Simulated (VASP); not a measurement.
## Ge: single point with PBE+D3(BJ)

Slab: Ge, a slab with vacuum.

```
Ge
1.0
     4.02269    0.00000    0.00000
    -2.01134    3.48375    0.00000
     0.00000    0.00000   18.86852
Ge
4
Direct
  0.33333 0.66667 0.27476
  0.66667 0.33333 0.23849
  0.00000 0.00000 0.53891
  0.33333 0.66667 0.50265
```

- Program: VASP 6.6.1
- Task: single point
- Functional: PBE
- Dispersion: D3(BJ)
- Potentials or basis: VASP PAW PBE potentials, release 64 (Ge_d)
- Cutoff: 520 eV
- k mesh: 9 × 9 × 1
- Occupations: gaussian, width 0.1 eV
- Spin: no spin polarisation

```json
{
  "Largest force": "0.156 eV/Å",
  "Band gap on the k mesh": "zero (filled and empty bands touch)",
  "Dispersion energy per atom": "-0.189 eV"
}
```

Forces in eV/Å, atoms in the order of the input:
```
Ge   0.000  0.000  0.156
Ge   0.000  0.000  0.027
Ge   0.000  0.000 -0.027
Ge   0.000  0.000 -0.156
```

Levels at points of the mesh, in eV from the Fermi level:
```csv
k point,band 24,band 25,band 26,band 27,band 28,band 29,band 30,band 31,band 32,band 33
"(0.00, 0.00, 0.00)",-3.29,-0.46,-0.46,-0.43,-0.43,0.52,0.65,1.94,3.16,3.90
```

It took 83 s on 1 thread of Intel(R) Xeon(R) 6975P-C (Granite Rapids) (shared host), peak memory 0.38 GiB.
